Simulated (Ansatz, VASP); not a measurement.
# Two plane-wave programs on Mg2Si3N3

```
CELL_PARAMETERS angstrom
2.78870 1.61005 4.61216
-2.78870 1.61005 4.61216
0.00000 -3.22011 4.61216
ATOMIC_POSITIONS crystal
Mg 0.31706 0.31706 0.31706
Mg 0.68294 0.68294 0.68294
Si 0.00000 0.00000 0.50000
Si 0.50000 0.00000 0.00000
Si 0.00000 0.50000 0.00000
N 0.54194 0.54194 0.54194
N 0.45806 0.45806 0.45806
N 0.00000 0.00000 0.00000
```

Alike in both runs: functional PBE; k mesh 4 × 4 × 4; occupations gaussian, width 0.2 eV; no spin polarisation.

Ansatz relaxed the structure, and its values are those at the end. VASP's run is a single point on that final structure, the one shown.

|  | VASP | Ansatz |
| --- | --- | --- |
| version | VASP 6.6.1 | Ansatz 0.2.0 |
| potentials or method | VASP PAW PBE potentials, release 64 (Mg, Si, N), cutoff 600 eV | scalar-relativistic, plane waves, PAW |
| valence electrons in the cell | 31 | 47 |

Ansatz gave:

| Item | Value |
| --- | --- |
| gap on the k mesh at the Fermi level (eV) | none |
| pressure (GPa) | 0.0 |
| rms of the force components (eV/Å) | 0.007 |

Task: Estimate VASP's values.

Result: gap on the k mesh at the Fermi level (eV): none; pressure (GPa): 0.2; rms of the force components (eV/Å): 0.197.

A gap of «none» marks a metal or a gap that the smearing closes. One of these differences is far larger than is usual between the two programs; its cause wasn't traced. With one functional, cell and mesh, what is left measures potentials, basis and numerics. VASP's potentials hold 31 valence electrons a cell and Ansatz's 47, so a difference there can come from the potentials and not from the codes.

Noted on VASP's run: the standard files for N, O and F lose accuracy on very short bonds.
